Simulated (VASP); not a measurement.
# CdS (Hawleyite) (F-43m) in VASP: a series of runs, part 3 of 3

VASP 6.6.1.

## (5) Relaxation of cell and atoms, r2SCAN, target pressure 4 GPa, at which the enthalpy is minimised

This run uses another cell than the first one, of 25.39 Å³/atom, 1.031 times its volume.

POSCAR reads:

```
CdS
1.0
    0.0000000000      2.9392750276      2.9392750276
    2.9392750276      0.0000000000      2.9392750276
    2.9392750276      2.9392750276      0.0000000000
Cd S
1 1
Direct
    0.0000000000      0.0000000000      0.0000000000
    0.7500000000      0.7500000000      0.7500000000
```

INCAR.step1 reads:

```
SYSTEM = CdS
PREC = Accurate
ENCUT = 600
ISMEAR = 0
SIGMA = 0.01
LREAL = .FALSE.
LASPH = .TRUE.
NELM = 100
GGA = PE
ALGO = Normal
EDIFF = 1E-4
LWAVE = .TRUE.
LCHARG = .FALSE.
```

INCAR.step2 reads:

```
SYSTEM = CdS
PREC = Accurate
ENCUT = 600
EDIFF = 1E-6
ISMEAR = 0
SIGMA = 0.01
LREAL = .FALSE.
LASPH = .TRUE.
NELM = 100
ALGO = Normal
ISIF = 3
LWAVE = .FALSE.
LCHARG = .FALSE.
METAGGA = R2SCAN
LMIXTAU = .TRUE.
IBRION = 2
NSW = 100
EDIFFG = -0.002
PSTRESS = 40.0
ISTART = 1
```

KPOINTS reads:

```
Automatic mesh
0
G
  6 6 6
  0 0 0
```

Potentials or basis: VASP PAW PBE potentials, release 64 (Cd, S).

Run with:

```console
$ cat potpaw_PBE.64/Cd/POTCAR potpaw_PBE.64/S/POTCAR > POTCAR
$ cp INCAR.step1 INCAR
$ mpirun -np 1 vasp_std > vasp.out
$ cp INCAR.step2 INCAR
$ mpirun -np 1 vasp_std > vasp.out
```

OUTCAR:

```text
SYSTEM = CdS
   PREC = Accurate
   ENCUT = 600
   EDIFF = 1E-6
   ISMEAR = 0
   LREAL = .FALSE.
   LASPH = .TRUE.
   NELM = 100
   ISIF = 3
   METAGGA = R2SCAN
   IBRION = 2
   NSW = 100
   EDIFFG = -0.002
   PSTRESS = 40.0
   ISTART = 1

 ion  position               nearest neighbor table
   1  0.000  0.000  0.000-   2 2.55   2 2.55   2 2.55   2 2.55
   2  0.750  0.750  0.750-   1 2.55   1 2.55   1 2.55   1 2.55

  LATTYP: Found a face centered cubic cell.
 ALAT       =     5.8785500552

  Lattice vectors:

 A1 = (   0.0000000000,   2.9392750276,   2.9392750276)
 A2 = (   2.9392750276,   0.0000000000,   2.9392750276)
 A3 = (   2.9392750276,   2.9392750276,   0.0000000000)

Analysis of symmetry for initial positions (statically):
=====================================================================
 Subroutine PRICEL returns:
 Original cell was already a primitive cell.

 Routine SETGRP: Setting up the symmetry group for a
[... 215 lines left out ...]
      6      -5.9881      2.00000
      7       1.6324      2.00000
      8       1.6324      2.00000
      9       1.6324      2.00000
     10       3.3698      0.00000
     11       8.6770      0.00000
     12       8.6770      0.00000
     13       8.6770      0.00000
[... 275 lines left out ...]
--------------------------------------- Ionic step        3  -------------------------------------------

 number of electron      18.0000001 magnetization

 Free energy of the ion-electron system (eV)
  ---------------------------------------------------
  ext. energy  EPLUGINS =         0.00000000
  ---------------------------------------------------
  free energy    TOTEN  =       -29.65084215 eV

  energy without entropy =      -29.65084215  energy(sigma->0) =      -29.65084215

 E-fermi :   1.4054     XC(G=0):  -9.8860

 val. band max:        1.3219699117   @ k =   0.0000   0.0000   0.0000
 cond. band min:       2.9833327945   @ k =   0.0000   0.0000   0.0000
 fundamental gap:      1.6613628828
 Fermi energy:         1.4053668772

 k-point     1 :       0.0000    0.0000    0.0000
  band No.  band energies     occupation
      1     -11.7543      2.00000
      2      -6.7677      2.00000
      3      -6.7677      2.00000
      4      -6.7677      2.00000
      5      -6.2073      2.00000
      6      -6.2073      2.00000
      7       1.3220      2.00000
      8       1.3220      2.00000
      9       1.3220      2.00000
     10       2.9833      0.00000
     11       8.3842      0.00000
     12       8.3842      0.00000
     13       8.3842      0.00000
[... 271 lines left out ...]
  energy  without entropy=      -29.6508421548  energy(sigma->0) =      -29.65084215

  enthalpy is  TOTEN    =       -28.4492641432 eV   P V=        1.2015780116

 reached required accuracy - stopping structural energy minimisation
```

It took 2.2 min on 1 thread of Intel Xeon Platinum 8488C (Sapphire Rapids), shared host; peak memory 0.23 GiB.

What came out:

| Quantity | Value |
| --- | --- |
| Free energy | -29.6508 eV |
| Relaxed volume | 24.06 Å³/atom |
| Relaxed cell | a = 4.083 Å, b = 4.083 Å, c = 4.083 Å, α = 60.00°, β = 60.00°, γ = 60.00° |
| Space group after relaxing (to 0.05 Å) | F-43m (No. 216) |
| Energy change on relaxing (the enthalpy is what falls) | +16.8 meV/atom |
| Ionic steps | 3 |
| Pressure after relaxing | 4.0 GPa |
| Band gap on the k mesh | 1.66 eV, direct |

The path:
| step | energy change (eV) | largest force (eV/Å) | pressure (GPa) | volume (Å³) |
| --- | --- | --- | --- | --- |
| 1 | 0.0000 | 0.0000 | 0.25 | 50.79 |
| 2 | 0.0868 | 0.0000 | 6.84 | 46.54 |
| 3 | 0.0337 | 0.0000 | 4.00 | 48.13 |

Final structure:
```cif
data_structure
_symmetry_space_group_name_H-M 'P 1'
_symmetry_Int_Tables_number 1
_cell_length_a 4.0829
_cell_length_b 4.0829
_cell_length_c 4.0829
_cell_angle_alpha 60.000
_cell_angle_beta 60.000
_cell_angle_gamma 60.000
_cell_volume 48.13
loop_
_atom_site_label
_atom_site_type_symbol
_atom_site_fract_x
_atom_site_fract_y
_atom_site_fract_z
_atom_site_occupancy
Cd1 Cd 0.00000 0.00000 0.00000 1
S1 S 0.75000 0.75000 0.75000 1
```

Caveat: the cell is relaxed towards a set pressure, so the enthalpy falls and the energy may rise; the PAW data sets were made with another functional, which shifts forces and pressure a little. r2SCAN opens gaps a little over a GGA but as a rule still falls short of measured ones.

## (6) Relaxation of cell and atoms, r2SCAN, target pressure 7 GPa, at which the enthalpy is minimised

This run uses another cell than the first one, of 25.39 Å³/atom, 1.031 times its volume.

POSCAR is that of step 5.

INCAR.step1 reads:

```
PREC = Accurate ; ENCUT = 600
ISMEAR = 0 ; SIGMA = 0.01
LREAL = F ; LASPH = T
NELM = 60 ; GGA = PE
ALGO = Normal ; EDIFF = 1E-4
LWAVE = T ; LCHARG = F
```

INCAR.step2 reads:

```
PREC = Accurate ; ENCUT = 600
EDIFF = 1E-7 ; ISMEAR = 0
SIGMA = 0.01 ; LREAL = F
LASPH = T ; NELM = 60
ALGO = Normal ; ISIF = 3
LWAVE = F ; LCHARG = F
METAGGA = R2SCAN ; LMIXTAU = T
IBRION = 2 ; NSW = 100
EDIFFG = -0.002 ; PSTRESS = 70.0
ISTART = 1
```

KPOINTS reads:

```
regular mesh
0
Gamma
  6 6 6
```

Potentials or basis: VASP PAW PBE potentials, release 64 (Cd, S).

Run with:

```console
$ cat potpaw_PBE.64/Cd/POTCAR potpaw_PBE.64/S/POTCAR > POTCAR
$ cp INCAR.step1 INCAR
$ mpirun -np 1 vasp_std > vasp.out
$ cp INCAR.step2 INCAR
$ mpirun -np 1 vasp_std > vasp.out
```

OUTCAR:

```text
PREC = Accurate
   ENCUT = 600
   EDIFF = 1E-7
   ISMEAR = 0
   LREAL = F
   LASPH = T
   NELM = 60
   ISIF = 3
   METAGGA = R2SCAN
   IBRION = 2
   NSW = 100
   EDIFFG = -0.002
   PSTRESS = 70.0
   ISTART = 1

 ion  position               nearest neighbor table
   1  0.000  0.000  0.000-   2 2.55   2 2.55   2 2.55   2 2.55
   2  0.750  0.750  0.750-   1 2.55   1 2.55   1 2.55   1 2.55

  LATTYP: Found a face centered cubic cell.
 ALAT       =     5.8785500552

  Lattice vectors:

 A1 = (   0.0000000000,   2.9392750276,   2.9392750276)
 A2 = (   2.9392750276,   0.0000000000,   2.9392750276)
 A3 = (   2.9392750276,   2.9392750276,   0.0000000000)

Analysis of symmetry for initial positions (statically):
=====================================================================
 Subroutine PRICEL returns:
 Original cell was already a primitive cell.

 Routine SETGRP: Setting up the symmetry group for a
 face centered cubic supercell.

 Subroutine GETGRP returns: Found 24 space group operations
 (whereof 24 operations were pure point group operations)
 out of a pool of 48 trial point group operations.

The static configuration has the point symmetry T_d .

Analysis of symmetry for dynamics (positions and initial velocities):
=====================================================================
 Subroutine PRICEL returns:
 Original cell was already a primitive cell.

 Routine SETGRP: Setting up the symmetry group for a
 face centered cubic supercell.

 Subroutine GETGRP returns: Found 24 space group operations
 (whereof 24 operations were pure point group operations)
 out of a pool of 48 trial point group operations.

The dynamic configuration has the point symmetry T_d .

 Subroutine INISYM returns: Found 24 space group operations
 (whereof 24 operations are pure point group operations),
 and found     1 'primitive' translations

----------------------------------------------------------------------------------------

                                     Primitive cell

  volume of cell :      50.7868

[... 90 lines left out ...]
   NELECT =      18.0000    total number of electrons
   NUPDOWN=      -1.0000    fix difference up-down
   EMIN   =  10.00;   EMAX   =-10.00  energy-range for DOS
   EFERMI =   0.00;   METHOD = LEGACY
   ISMEAR =     0;   SIGMA  =   0.01  broadening in eV -4-tet -1-fermi 0-gaus
   EFERMI_NEDOS =   21; number of points for ismear=-14 and -15
   IALGO  =     38    algorithm
   IMIX   =      4    mixing-type and parameters
     AMIX     =   0.40;   BMIX     =  1.00
     AMIX_MAG =   1.60;   BMIX_MAG =  1.00
  volume/ion in A,a.u.               =      25.39       171.36
  Fermi-wavevector in a.u.,A,eV,Ry     =   1.158552  2.189345 18.262314  1.342242
  Thomas-Fermi vector in A             =   2.295153
   LORBIT       =      0    0 simple, 1 ext, 2 COOP (PROOUT), +10 PAW based schemes
   METAGGA = R2SCAN    functional components
   LHFCALC =     F    Hartree Fock is set to
   AEXX    =    0.0000 exact exchange contribution
   IVDW    =     0    specifies the selected vdW correction
   LEPSILON=     F    determine dielectric tensor
   LRPA    =     F    only Hartree local field effects (RPA)
 conjugate gradient relaxation of ions
 non-spin polarized calculation
 Gauss-broadening in eV      SIGMA  =   0.01
  energy-cutoff  :      600.00
  volume of cell :       50.79
 maximum number of plane-waves:      1711
 NGX is ok and might be reduce to    36
   NGX = 17   NGY = 17   NGZ = 17

--------------------------------------- Ionic step        1  -------------------------------------------

 number of electron      17.9999999 magnetization

 Free energy of the ion-electron system (eV)
  ---------------------------------------------------
  ext. energy  EPLUGINS =         0.00000000
  ---------------------------------------------------
  free energy    TOTEN  =       -29.68452188 eV

  energy without entropy =      -29.68452188  energy(sigma->0) =      -29.68452188

 E-fermi :   0.9194     XC(G=0):  -9.6182

 val. band max:        0.8534985090   @ k =   0.0000   0.0000   0.0000
 cond. band min:       2.3907584202   @ k =   0.0000   0.0000   0.0000
 fundamental gap:      1.5372599112
 Fermi energy:         0.9193975253

 k-point     1 :       0.0000    0.0000    0.0000
  band No.  band energies     occupation
      1     -11.8771      2.00000
      2      -7.0344      2.00000
      3      -7.0344      2.00000
      4      -7.0344      2.00000
      5      -6.5542      2.00000
      6      -6.5542      2.00000
      7       0.8535      2.00000
      8       0.8535      2.00000
      9       0.8535      2.00000
     10       2.3908      0.00000
     11       7.9316      0.00000
     12       7.9316      0.00000
     13       7.9316      0.00000
[... 427 lines left out ...]
--------------------------------------- Ionic step        6  -------------------------------------------

 number of electron      18.0000001 magnetization

 Free energy of the ion-electron system (eV)
  ---------------------------------------------------
  ext. energy  EPLUGINS =         0.00000000
  ---------------------------------------------------
  free energy    TOTEN  =       -29.59345159 eV

  energy without entropy =      -29.59345159  energy(sigma->0) =      -29.59345159

 E-fermi :   1.7387     XC(G=0): -10.0672

 val. band max:        1.6532104242   @ k =   0.0000   0.0000   0.0000
 cond. band min:       3.3947838647   @ k =   0.0000   0.0000   0.0000
 fundamental gap:      1.7415734405
 Fermi energy:         1.7386627151

 k-point     1 :       0.0000    0.0000    0.0000
  band No.  band energies     occupation
      1     -11.6717      2.00000
      2      -6.5929      2.00000
      3      -6.5929      2.00000
      4      -6.5929      2.00000
      5      -5.9745      2.00000
      6      -5.9745      2.00000
      7       1.6532      2.00000
      8       1.6532      2.00000
      9       1.6532      2.00000
     10       3.3948      0.00000
     11       8.6951      0.00000
     12       8.6951      0.00000
     13       8.6951      0.00000
[... 271 lines left out ...]
  energy  without entropy=      -29.5934515883  energy(sigma->0) =      -29.59345159

  enthalpy is  TOTEN    =       -27.5643859009 eV   P V=        2.0290656874

 reached required accuracy - stopping structural energy minimisation
```

OUTCAR.step1:

```text
PREC = Accurate
   ENCUT = 600
   ISMEAR = 0
   LREAL = F
   LASPH = T
[... 466 lines left out ...]
 -----------------------------------------------------------------------------------
      0.00000      0.00000      0.00000        -0.000000     -0.000000      0.000000
      4.40891      4.40891      4.40891         0.000000      0.000000     -0.000000
 -----------------------------------------------------------------------------------
    total drift:                                0.000000      0.000000      0.000000

  FREE ENERGIE OF THE ION-ELECTRON SYSTEM (eV)
  ---------------------------------------------------
  free  energy   TOTEN  =        -6.1370237556 eV

  energy  without entropy=       -6.1370237556  energy(sigma->0) =       -6.13702376
```

OSZICAR.step1:

```text
N       E                     dE             d eps       ncg     rms          rms(c)
DAV:   1     0.120690085677E+03    0.12069E+03   -0.99702E+03   416   0.142E+03
DAV:   2    -0.802345149701E+00   -0.12149E+03   -0.11652E+03   451   0.312E+02
DAV:   3    -0.664136028786E+01   -0.58390E+01   -0.58178E+01   541   0.692E+01
DAV:   4    -0.668588871242E+01   -0.44528E-01   -0.44520E-01   441   0.610E+00
DAV:   5    -0.668650033852E+01   -0.61163E-03   -0.61162E-03   501   0.706E-01    0.771E+00
DAV:   6    -0.615474119539E+01    0.53176E+00   -0.10546E+00   588   0.141E+01    0.617E+00
DAV:   7    -0.613673278767E+01    0.18008E-01   -0.21257E-01   426   0.369E+00    0.312E+00
DAV:   8    -0.613700819266E+01   -0.27540E-03   -0.20613E-02   441   0.219E+00    0.291E-01
DAV:   9    -0.613678182790E+01    0.22636E-03   -0.29636E-03   476   0.909E-01    0.774E-02
DAV:  10    -0.613693877969E+01   -0.15695E-03   -0.31768E-04   436   0.191E-01    0.814E-02
DAV:  11    -0.613702375559E+01   -0.84976E-04   -0.13460E-04   346   0.137E-01
   1 F= -.61370238E+01 E0= -.61370238E+01  d E =-.742754E-23
```

Run time: 4.2 min. Hardware: 1 thread of Intel Xeon Platinum 8488C (Sapphire Rapids), shared host; peak memory 0.23 GiB.

What came out:

| Property | Result |
| --- | --- |
| Free energy | -29.5935 eV |
| Relaxed volume | 23.22 Å³/atom |
| Relaxed cell | a = 4.035 Å, b = 4.035 Å, c = 4.035 Å, α = 60.00°, β = 60.00°, γ = 60.00° |
| Space group after relaxing (to 0.05 Å) | F-43m (No. 216) |
| Energy change on relaxing (the enthalpy is what falls) | +45.5 meV/atom |
| Ionic steps | 6 |
| Pressure after relaxing | 7.0 GPa |
| Band gap on the k mesh | 1.74 eV, direct |

Step by step:
```
step  energy change (eV)  largest force (eV/Å)  pressure (GPa)  volume (Å³)
   1              0.0000                0.0000            0.25        50.79
   2              0.2941                0.0000           14.28        43.32
   3              0.0895                0.0000            6.94        46.48
   4              0.0932                0.0000            7.10        46.39
   5              0.0892                0.0000            6.92        46.49
   6              0.0911                0.0000            7.01        46.44
```

Final structure:
```yaml
crystal:
  lattice:
    - [0.00000, 2.85294, 2.85294]
    - [2.85294, 0.00000, 2.85294]
    - [2.85294, 2.85294, 0.00000]
  atoms:
    - { symbol: Cd, position: [0.00000, 0.00000, 0.00000] }
    - { symbol: S, position: [0.75000, 0.75000, 0.75000] }
```

Caveat: the cell is relaxed towards a set pressure, so the enthalpy falls and the energy may rise; the PAW data sets were made with another functional, which shifts forces and pressure a little.

## (7) Overview

| task | cell | cutoff (eV) | gap on the mesh (eV) | pressure (GPa) |
| --- | --- | --- | --- | --- |
| single point | a = 4.114 Å, angles 60.0°, 2 atoms | 520 | 1.61 | 2.3 |
| relaxation of cell and atoms | relaxed to 1 GPa from a = 4.157 Å, angles 60.0°, 2 atoms | 600 | 1.57 | 1.0 |
| relaxation of cell and atoms | relaxed to 2 GPa from a = 4.157 Å, angles 60.0°, 2 atoms | 600 | 1.60 | 2.0 |
| relaxation of cell and atoms | relaxed to 4 GPa from a = 4.157 Å, angles 60.0°, 2 atoms | 600 | 1.66 | 4.0 |
| relaxation of cell and atoms | relaxed to 7 GPa from a = 4.157 Å, angles 60.0°, 2 atoms | 600 | 1.74 | 7.0 |

Alike in all rows: level r2SCAN; potentials or basis VASP PAW PBE potentials, release 64 (Cd, S); no spin polarisation; k mesh 6 × 6 × 6; smearing gaussian 0.01 eV.

Caveats: the PAW data sets were made with another functional, which shifts forces and pressure a little; the cell is relaxed towards a set pressure, so the enthalpy falls and the energy may rise (some runs).

Absolute energies hang on the potentials; compare differences alone.
